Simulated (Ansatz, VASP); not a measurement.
## AsPt in VASP and in Ansatz

File INCAR:

```
SYSTEM = AsPt
  ALGO = Normal
  EDIFF = 1E-7
  ENCUT = 520
  GGA = PE
  ISIF = 2
  ISMEAR = 0
  LASPH = .True.
  LCHARG = .False.
  LREAL = .False.
  LWAVE = .False.
  NBANDS = 14
  NELM = 60
  PREC = Accurate
  SIGMA = 0.1
```

File KPOINTS:

```
k-points
0
Gamma
  6 6 6
  0 0 0
```

Contents of POSCAR:

```
AsPt
1.0
    0.0000000000      2.6344599170      2.6344599170
    2.6344599170      0.0000000000      2.6344599170
    2.6344599170      2.6344599170      0.0000000000
As Pt
1 1
Direct
    0.0000000000      0.0000000000      0.0000000000
    0.5000000000      0.5000000000      0.5000000000
```

Input for Ansatz:

```yaml
crystal:
  lattice:
    - [0.0, 2.634459917, 2.634459917]
    - [2.634459917, 0.0, 2.634459917]
    - [2.634459917, 2.634459917, 0.0]
  atoms:
    - { symbol: As, position: [0.0, 0.0, 0.0] }
    - { symbol: Pt, position: [0.5, 0.5, 0.5] }
basis:
  ecutwfc: 420
kpoints:
  mp_grid: { grid: [6, 6, 6] }
hamiltonian:
  xc: pbe
scf:
  occupations: { method: gaussian, width: 0.1 }
  lower_state_search: "off"
output:
  forces: true
  stress: true
  eigenvalues: true
```

Alike in both runs: task single point; functional PBE; k mesh 6 × 6 × 6; occupations gaussian, width 0.1 eV; no spin polarisation.

```csv
,VASP,Ansatz
version,VASP 6.6.1,Ansatz 0.2.0
potentials or method,"VASP PAW PBE potentials, release 64 (As, Pt), cutoff 520 eV","scalar-relativistic, plane waves, PAW"
valence electrons in the cell,15,33
```

```csv
,VASP,Ansatz,Ansatz less VASP
gap on the k mesh at the Fermi level (eV),none,none,-
pressure (GPa),-3.0,-2.9,+0.05
```

A gap of «none» marks a metal or a gap that the smearing closes. VASP's potentials hold 15 valence electrons a cell and Ansatz's 33, so a difference there can come from the potentials and not from the codes.

Neither program's run includes spin-orbit coupling.
